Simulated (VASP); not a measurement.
# GaAs (Fm-3m) in VASP: notebook

GaAs is run at these levels: PBE-based global hybrid, r2SCAN50; tasks: single point.

Program: VASP 6.6.1. These are calculated values, not measurements. Logs are shortened: lines on timing, memory, paths and dates and some standing lists are left out, and cuts for length are marked.

**1. The cell of the first run**

It takes space group Fm-3m (No. 225, cubic). The conventional cell has a = 5.329 Å, b = 5.329 Å, c = 5.329 Å, α = 90.00°, β = 90.00°, γ = 90.00°. Ga (site symmetry m-3m) has 6 As at 2.66 Å within 3.5 Å. Within 3.5 Å of As (site symmetry m-3m) lie 6 Ga at 2.66 Å.

**2. Single point, PBE-based global hybrid**

Input file POSCAR:

```
GaAs
1.0
    0.0000000000      2.6645247173      2.6645247173
    2.6645247173      0.0000000000      2.6645247173
    2.6645247173      2.6645247173      0.0000000000
Ga As
1 1
Direct
    0.0000000000      0.0000000000      0.0000000000
    0.5000000000      0.5000000000      0.5000000000
```

Input file INCAR.step1:

```
SYSTEM = GaAs
ALGO = Normal
EDIFF = 1E-5
ENCUT = 520
GGA = PE
ISIF = 2
ISMEAR = -1
LASPH = .TRUE.
LREAL = .FALSE.
LWAVE = .TRUE.
NBANDS = 16
NELM = 60
PREC = Accurate
SIGMA = 0.02
```

Input file INCAR.step2:

```
SYSTEM = GaAs
AEXX = 0.5
ALGO = Normal
EDIFF = 1E-7
ENCUT = 520
GGA = PE
ISIF = 2
ISMEAR = -1
ISTART = 1
LASPH = .TRUE.
LCHARG = .TRUE.
LELF = .TRUE.
LHFCALC = .TRUE.
LREAL = .FALSE.
LVHAR = .TRUE.
LWAVE = .FALSE.
NBANDS = 16
NELM = 60
PREC = Accurate
PRECFOCK = Normal
SIGMA = 0.02
```

Input file KPOINTS:

```
k-points
0
G
  4 4 4
  0 0 0
```

Potentials or basis: VASP PAW PBE potentials, release 64 (Ga_d, As).

Started as:

```
$ cat potpaw_PBE.64/Ga_d/POTCAR potpaw_PBE.64/As/POTCAR > POTCAR
$ cp INCAR.step1 INCAR
$ mpirun -np 1 vasp_std > vasp.out
$ cp INCAR.step2 INCAR
$ mpirun -np 1 vasp_std > vasp.out
```

OUTCAR:

```text
SYSTEM = GaAs
   AEXX = 0.5
   EDIFF = 1E-7
   ENCUT = 520
   GGA = PE
   ISIF = 2
   ISMEAR = -1
   ISTART = 1
   LASPH = .TRUE.
   LHFCALC = .TRUE.
   LREAL = .FALSE.
   NELM = 60
   PREC = Accurate
   PRECFOCK = Normal

 ion  position               nearest neighbor table
   1  0.000  0.000  0.000-   2 2.66   2 2.66   2 2.66   2 2.66   2 2.66   2 2.66
   2  0.500  0.500  0.500-   1 2.66   1 2.66   1 2.66   1 2.66   1 2.66   1 2.66

  LATTYP: Found a face centered cubic cell.
 ALAT       =     5.3290494346

  Lattice vectors:

 A1 = (   0.0000000000,   2.6645247173,   2.6645247173)
 A2 = (   2.6645247173,   0.0000000000,   2.6645247173)
 A3 = (   2.6645247173,   2.6645247173,   0.0000000000)

Analysis of symmetry for initial positions (statically):
=====================================================================
 Subroutine PRICEL returns:
 Original cell was already a primitive cell.

 Routine SETGRP: Setting up the symmetry group for a
 face centered cubic supercell.

 Subroutine GETGRP returns: Found 48 space group operations
 (whereof 48 operations were pure point group operations)
 out of a pool of 48 trial point group operations.

The static configuration has the point symmetry O_h .

Analysis of symmetry for dynamics (positions and initial velocities):
=====================================================================
 Subroutine PRICEL returns:
 Original cell was already a primitive cell.

 Routine SETGRP: Setting up the symmetry group for a
 face centered cubic supercell.

 Subroutine GETGRP returns: Found 48 space group operations
 (whereof 48 operations were pure point group operations)
 out of a pool of 48 trial point group operations.

The dynamic configuration has the point symmetry O_h .

 Subroutine INISYM returns: Found 48 space group operations
 (whereof 48 operations are pure point group operations),
 and found     1 'primitive' translations

----------------------------------------------------------------------------------------

                                     Primitive cell

  volume of cell :      37.8346

  direct lattice vectors                    reciprocal lattice vectors
     0.000000000  2.664524717  2.664524717    -0.187650727  0.187650727  0.187650727
     2.664524717  0.000000000  2.664524717     0.187650727 -0.187650727  0.187650727
     2.664524717  2.664524717  0.000000000     0.187650727  0.187650727 -0.187650727

  length of vectors
     3.768206992  3.768206992  3.768206992     0.325020593  0.325020593  0.325020593

  position of ions in fractional coordinates (direct lattice)
     0.000000000  0.000000000  0.000000000
     0.500000000  0.500000000  0.500000000

  ion indices of the primitive-cell ions
   primitive index   ion index
                 1           1
                 2           2

----------------------------------------------------------------------------------------

 KPOINTS: k-points

Automatic generation of k-mesh.
 Grid dimensions read from file:
 generate k-points for:    4    4    4

 Generating k-lattice:

  Cartesian coordinates                     Fractional coordinates (reciprocal lattice)
    -0.046912682  0.046912682  0.046912682     0.250000000  0.000000000  0.000000000
     0.046912682 -0.046912682  0.046912682     0.000000000  0.250000000  0.000000000
     0.046912682  0.046912682 -0.046912682     0.000000000  0.000000000  0.250000000

  Length of vectors
     0.081255148  0.081255148  0.081255148

  Shift w.r.t. Gamma in fractional coordinates (k-lattice)
     0.000000000  0.000000000  0.000000000

 Subroutine IBZKPT returns following result:
 ===========================================

 Found      8 irreducible k-points:

 Following reciprocal coordinates:
            Coordinates               Weight
  0.000000  0.000000  0.000000      1.000000
  0.250000  0.000000  0.000000      8.000000
  0.500000  0.000000  0.000000      4.000000
  0.250000  0.250000  0.000000      6.000000
  0.500000  0.250000  0.000000     24.000000
 -0.250000  0.250000  0.000000     12.000000
  0.500000  0.500000  0.000000      3.000000
 -0.250000  0.500000  0.250000      6.000000
   k-points           NKPTS =      8   k-points in BZ     NKDIM =     64   number of bands    NBANDS=     16
   number of dos      NEDOS =    301   number of ions     NIONS =      2
   total plane-waves  NPLWV =  21952
   dimension x,y,z NGX =    28 NGY =   28 NGZ =   28
   dimension x,y,z NGXF=    56 NGYF=   56 NGZF=   56
   ions per type =               1   1
   NGX,Y,Z   is equivalent  to a cutoff of  12.35, 12.35, 12.35 a.u.
   NGXF,Y,Z  is equivalent  to a cutoff of  24.71, 24.71, 24.71 a.u.
 SYSTEM =  GaAs
   PREC   = accura    normal or accurate (medium, high low for compatibility)
   ISTART =      1    job   : 0-new  1-cont  2-samecut
   ICHARG =      0    charge: 1-file 2-atom 10-const
   ISPIN  =      1    spin polarized calculation?
   LNONCOLLINEAR =      F non collinear calculations
   LSORBIT =      F    spin-orbit coupling
   LASPH  =      T    aspherical Exc in radial PAW
   ENCUT  =  520.0 eV  38.22 Ry    6.18 a.u.   7.01  7.01  7.01*2*pi/ulx,y,z
   NELM   =     60;   NELMIN=  2; NELMDL=  0     # of ELM steps
   EDIFF  = 0.1E-06   stopping-criterion for ELM
   LREAL  =      F    real-space projection
   EDIFFG = 0.1E-05   stopping-criterion for IOM
   NSW    =      0    number of steps for IOM
   IBRION =     -1    ionic relax: 0-MD 1-quasi-New 2-CG
   NFREE  =      0    steps in history (QN), initial steepest desc. (CG)
   ISIF   =      2    stress and relaxation
   ISYM   =      3    0-nonsym 1-usesym 2-fastsym
   POTIM  = 0.5000    time-step for ionic-motion
   TEBEG  =    0.0;   TEEND  =   0.0 temperature during run
   PSTRESS=    0.0 pullay stress
   NELECT =      18.0000    total number of electrons
   NUPDOWN=      -1.0000    fix difference up-down
   EMIN   =  10.00;   EMAX   =-10.00  energy-range for DOS
   EFERMI =   0.00;   METHOD = LEGACY
   ISMEAR =    -1;   SIGMA  =   0.02  broadening in eV -4-tet -1-fermi 0-gaus
   EFERMI_NEDOS =   21; number of points for ismear=-14 and -15
   IALGO  =     38    algorithm
   IMIX   =      1    mixing-type and parameters
     AMIX     =   0.40;   BMIX     =  1.00
     AMIX_MAG =   1.60;   BMIX_MAG =  1.00
  volume/ion in A,a.u.               =      18.92       127.66
  Fermi-wavevector in a.u.,A,eV,Ry     =   1.278015  2.415098 22.222696  1.633322
  Thomas-Fermi vector in A             =   2.410582
   LORBIT       =      0    0 simple, 1 ext, 2 COOP (PROOUT), +10 PAW based schemes
   GGA     = PE    functional components
   LHFCALC =     T    Hartree Fock is set to
   PRECFOCK=normal    Normal, Fast or Accurate (Low or Medium for compatibility)
   ENCUT4O =  -1.0   cutoff for four orbital integrals eV
   NKREDX  =     1    reduce k-point grid by
   NKREDY  =     1    reduce k-point grid by
   NKREDZ  =     1    reduce k-point grid by
   AEXX    =    0.5000 exact exchange contribution
   HFSCREEN=    0.0000 screening length (either q_TF or 0.3 A-1)
   HFSCREENC=   0.0000 screening length for correlation (either q_TF or 0.3 A-1)
   ENCUTFOCK=  -1.0 apply spherical cutoff to Coloumb kernel
   IVDW    =     0    specifies the selected vdW correction
   LEPSILON=     F    determine dielectric tensor
   LRPA    =     F    only Hartree local field effects (RPA)
 non-spin polarized calculation
  energy-cutoff  :      520.00
  volume of cell :       37.83
 maximum number of plane-waves:      1036
  NGX = 24; NGY = 24; NGZ = 24

 number of electron      17.9999983 magnetization

 Free energy of the ion-electron system (eV)
  ---------------------------------------------------
  ext. energy  EPLUGINS =         0.00000000
  ---------------------------------------------------
  free energy    TOTEN  =       -11.59702665 eV

  energy without entropy =      -11.59702665  energy(sigma->0) =      -11.59702665

 E-fermi :   5.3224     XC(G=0):  -6.2275

 val. band max:        4.7673762557   @ k =   0.5000   0.2500   0.0000
 cond. band min:       5.9054002163   @ k =   0.2500   0.0000   0.0000
 fundamental gap:      1.1380239605
 Fermi energy:         5.3223941869

 k-point     1 :       0.0000    0.0000    0.0000
  band No.  band energies     occupation
      1     -15.7463      2.00000
      2     -15.7463      2.00000
      3     -15.7124      2.00000
      4     -15.7124      2.00000
      5     -15.7124      2.00000
      6     -12.2316      2.00000
[... 8 lines left out ...]
     15      15.7771      0.00000
     16      15.7771      0.00000

 k-point     2 :       0.2500    0.0000    0.0000
  band No.  band energies     occupation
      1     -15.7612      2.00000
      2     -15.7612      2.00000
      3     -15.7142      2.00000
      4     -15.6995      2.00000
      5     -15.6995      2.00000
      6     -11.2092      2.00000
[... 8 lines left out ...]
     15      16.6855      0.00000
     16      16.6855      0.00000

 k-point     3 :       0.5000    0.0000    0.0000
  band No.  band energies     occupation
      1     -15.7776      2.00000
      2     -15.7776      2.00000
      3     -15.7174      2.00000
      4     -15.6851      2.00000
      5     -15.6851      2.00000
      6      -9.3239      2.00000
[... 8 lines left out ...]
     15      21.3910      0.00000
     16      21.3910      0.00000

 k-point     4 :       0.2500    0.2500    0.0000
  band No.  band energies     occupation
      1     -15.8048      2.00000
      2     -15.7385      2.00000
      3     -15.7227      2.00000
      4     -15.6928      2.00000
      5     -15.6928      2.00000
      6     -10.8400      2.00000
[... 8 lines left out ...]
     15      19.2495      0.00000
     16      19.8279      0.00000

 k-point     5 :       0.5000    0.2500    0.0000
  band No.  band energies     occupation
      1     -15.8313      2.00000
      2     -15.7533      2.00000
      3     -15.7172      2.00000
      4     -15.6880      2.00000
      5     -15.6792      2.00000
      6      -8.9338      2.00000
[... 8 lines left out ...]
     15      21.4427      0.00000
     16      21.8257      0.00000

 k-point     6 :      -0.2500    0.2500    0.0000
  band No.  band energies     occupation
      1     -15.7910      2.00000
      2     -15.7714      2.00000
      3     -15.7061      2.00000
      4     -15.6968      2.00000
      5     -15.6902      2.00000
      6      -9.6624      2.00000
[... 8 lines left out ...]
     15      18.7788      0.00000
     16      20.2687      0.00000

 k-point     7 :       0.5000    0.5000    0.0000
  band No.  band energies     occupation
      1     -15.8872      2.00000
      2     -15.7331      2.00000
      3     -15.7310      2.00000
      4     -15.6708      2.00000
      5     -15.6708      2.00000
      6      -8.2335      2.00000
[... 8 lines left out ...]
     15      21.5673      0.00000
     16      24.1675      0.00000

 k-point     8 :      -0.2500    0.5000    0.2500
  band No.  band energies     occupation
      1     -15.8481      2.00000
      2     -15.7559      2.00000
      3     -15.7037      2.00000
      4     -15.7037      2.00000
      5     -15.6708      2.00000
      6      -8.0510      2.00000
[... 8 lines left out ...]
     15      20.0658      0.00000
     16      24.4520      0.00000

------------------------ aborting loop because EDIFF is reached ----------------------------------------

  FORCE on cell =-STRESS in cart. coord.  units (eV):
  Direction    XX          YY          ZZ          XY          YZ          ZX
  --------------------------------------------------------------------------------------
  -------------------------------------------------------------------------------------
  Total       -0.0053703     -0.0053703     -0.0053703      0.0000000     -0.0000000      0.0000000
  in kB       -0.2274171     -0.2274171     -0.2274171      0.0000000     -0.0000000      0.0000000
  external PRESSURE =      -0.2274171 kB  Pullay stress =       0.0000000 kB

 VOLUME and BASIS-vectors are now :
 -----------------------------------------------------------------------------
  energy-cutoff  :      520.00
  volume of cell :       37.83
      direct lattice vectors                 reciprocal lattice vectors
     0.000000000  2.664524717  2.664524717    -0.187650727  0.187650727  0.187650727
     2.664524717  0.000000000  2.664524717     0.187650727 -0.187650727  0.187650727
     2.664524717  2.664524717  0.000000000     0.187650727  0.187650727 -0.187650727

 POSITION                                       TOTAL-FORCE (eV/Angst)
 -----------------------------------------------------------------------------------
      0.00000      0.00000      0.00000         0.000000      0.000000     -0.000000
      2.66452      2.66452      2.66452        -0.000000     -0.000000      0.000000
 -----------------------------------------------------------------------------------
    total drift:                               -0.000000     -0.000000     -0.000000

  FREE ENERGIE OF THE ION-ELECTRON SYSTEM (eV)
  ---------------------------------------------------
  free  energy   TOTEN  =       -11.5970266525 eV

  energy  without entropy=      -11.5970266525  energy(sigma->0) =      -11.59702665
```

Wall time 9.9 min (1 thread of AMD EPYC 7R13 (Zen 3), shared host); peak memory 0.16 GiB.

Results:

* Free energy: -11.5970 eV
* Pressure: 0.0 GPa
* Band gap on the k mesh: zero (band 9 reaches 6.11 eV, above the bottom of band 10 at 0.92 eV)

Levels at points of the mesh, in eV from the Fermi level:
| k point | band 5 | band 6 | band 7 | band 8 | band 9 | band 10 | band 11 | band 12 | band 13 | band 14 |
| --- | --- | --- | --- | --- | --- | --- | --- | --- | --- | --- |
| (0.00, 0.00, 0.00) | -21.03 | -17.55 | 0.78 | 0.78 | 0.78 | 1.81 | 9.14 | 9.14 | 9.14 | 10.45 |
| (0.50, 0.00, 0.00) | -21.01 | -14.65 | -10.60 | 0.67 | 0.67 | 4.27 | 4.48 | 4.48 | 6.48 | 15.00 |
| (0.50, 0.50, 0.00) | -20.99 | -13.56 | -8.19 | -4.86 | -4.41 | -4.41 | 4.79 | 13.30 | 13.30 | 15.33 |

Caveat: the k points lie up to 0.51 Å⁻¹ apart; the PAW data sets were made with another functional, which shifts forces and pressure a little.

**3. Single point, PBE-based global hybrid**

POSCAR is that of step 2.

Input file INCAR.step1:

```
SYSTEM = GaAs
PREC = Accurate ; ENCUT = 520
EDIFF = 1E-5 ; ISMEAR = -1
SIGMA = 0.02 ; LREAL = .False.
LASPH = .True. ; NELM = 80
ALGO = Normal ; ISIF = 2
LWAVE = .True. ; LCHARG = .False.
GGA = PE ; NBANDS = 16
```

Input file INCAR.step2:

```
SYSTEM = GaAs
PREC = Accurate ; ENCUT = 520
EDIFF = 1E-7 ; ISMEAR = -1
SIGMA = 0.02 ; LREAL = .False.
LASPH = .True. ; NELM = 80
ALGO = Normal ; ISIF = 2
LWAVE = .False. ; LCHARG = .False.
GGA = PE ; LHFCALC = .True.
AEXX = 0.75 ; PRECFOCK = Normal
ISTART = 1 ; NBANDS = 16
```

Input file KPOINTS:

```
Automatic mesh
0
Gamma
  4 4 4
  0 0 0
```

Potentials or basis: VASP PAW PBE potentials, release 64 (Ga_d, As).

Started as:

```
$ cat potpaw_PBE.64/Ga_d/POTCAR potpaw_PBE.64/As/POTCAR > POTCAR
$ cp INCAR.step1 INCAR
$ mpirun -np 1 vasp_std > vasp.out
$ cp INCAR.step2 INCAR
$ mpirun -np 1 vasp_std > vasp.out
```

Run time: 13 min. Hardware: 1 thread of AMD EPYC 7R13 (Zen 3), shared host; peak memory 0.15 GiB.

Results (log left out):

```
Free energy            : -14.0320 eV
Pressure               : -2.6 GPa
Band gap on the k mesh : zero (band 9 reaches 6.38 eV, above the bottom of band 10 at -0.09 eV)
```

Levels at points of the mesh, in eV from the Fermi level:
```
           k point  band 5  band 6  band 7  band 8  band 9  band 10  band 11  band 12  band 13  band 14
(0.00, 0.00, 0.00)  -24.21  -19.44    1.37    1.37    1.37     2.90    10.23    10.23    10.23    11.95
(0.50, 0.00, 0.00)  -24.19  -16.24  -11.83    1.09    1.09     5.25     5.38     5.38     7.71    16.51
(0.50, 0.50, 0.00)  -24.17  -15.06   -9.26   -5.30   -5.10    -5.10     5.59    14.97    14.97    17.03
```

Caveat: the k points lie up to 0.51 Å⁻¹ apart; the PAW data sets were made with another functional, which shifts forces and pressure a little.

**4. Single point, r2SCAN50**

POSCAR is that of step 3.

Input file INCAR.step1:

```
PREC = Accurate
ENCUT = 520
EDIFF = 1E-5
ISMEAR = -1
SIGMA = 0.02
LREAL = F
LASPH = T
NELM = 80
ALGO = Normal
ISIF = 2
LWAVE = T
LCHARG = F
GGA = PE
NBANDS = 16
```

Input file INCAR.step2:

```
PREC = Accurate
ENCUT = 520
EDIFF = 1E-6
ISMEAR = -1
SIGMA = 0.02
LREAL = F
LASPH = T
NELM = 80
ALGO = Normal
ISIF = 2
LWAVE = F
LCHARG = F
METAGGA = R2SCAN
LHFCALC = T
AEXX = 0.5
LMIXTAU = T
PRECFOCK = Normal
ISTART = 1
NBANDS = 16
```

Input file KPOINTS:

```
Automatic mesh
0
Gamma
  4 4 4
```

Started as:

```
$ cat potpaw_PBE.64/Ga_d/POTCAR potpaw_PBE.64/As/POTCAR > POTCAR
$ cp INCAR.step1 INCAR
$ mpirun -np 1 vasp_std > vasp.out
$ cp INCAR.step2 INCAR
$ mpirun -np 1 vasp_std > vasp.out
```

It took 7.1 min on 1 thread of AMD EPYC 7R13 (Zen 3), shared host; peak memory 0.15 GiB.

Results (log left out):

```yaml
Free_energy: -21.4460 eV
Pressure: -0.1 GPa
Band_gap_on_the_k_mesh: zero (band 9 reaches 6.06 eV, above the bottom of band 10 at 0.82 eV)
```

Levels at points of the mesh, in eV from the Fermi level:
| k point | band 5 | band 6 | band 7 | band 8 | band 9 | band 10 | band 11 | band 12 | band 13 | band 14 |
| --- | --- | --- | --- | --- | --- | --- | --- | --- | --- | --- |
| (0.00, 0.00, 0.00) | -21.30 | -17.81 | 0.74 | 0.74 | 0.74 | 1.76 | 9.25 | 9.25 | 9.25 | 10.51 |
| (0.50, 0.00, 0.00) | -21.27 | -14.86 | -10.76 | 0.63 | 0.63 | 4.33 | 4.47 | 4.47 | 6.56 | 15.30 |
| (0.50, 0.50, 0.00) | -21.26 | -13.76 | -8.30 | -4.98 | -4.50 | -4.50 | 4.93 | 13.40 | 13.40 | 15.54 |

Caveat: the k points lie up to 0.51 Å⁻¹ apart; the PAW data sets were made with another functional, which shifts forces and pressure a little.

**5. Overview**

```csv
level,share of exact exchange,gap on the mesh (eV),pressure (GPa)
PBE-based global hybrid,0.5,none,0.0
PBE-based global hybrid,0.75,none,-2.6
r2SCAN50,-,none,-0.1
```

Alike in all rows: task single point; potentials or basis VASP PAW PBE potentials, release 64 (Ga_d, As); no spin polarisation; cell as given; k mesh 4 × 4 × 4; cutoff (eV) 520; smearing fermi-dirac 0.02 eV.

Caveats: all runs use coarse meshes; the PAW data sets were made with another functional, which shifts forces and pressure a little.

Total energies depend on the potentials used, so only differences within one code and one set of settings carry meaning.
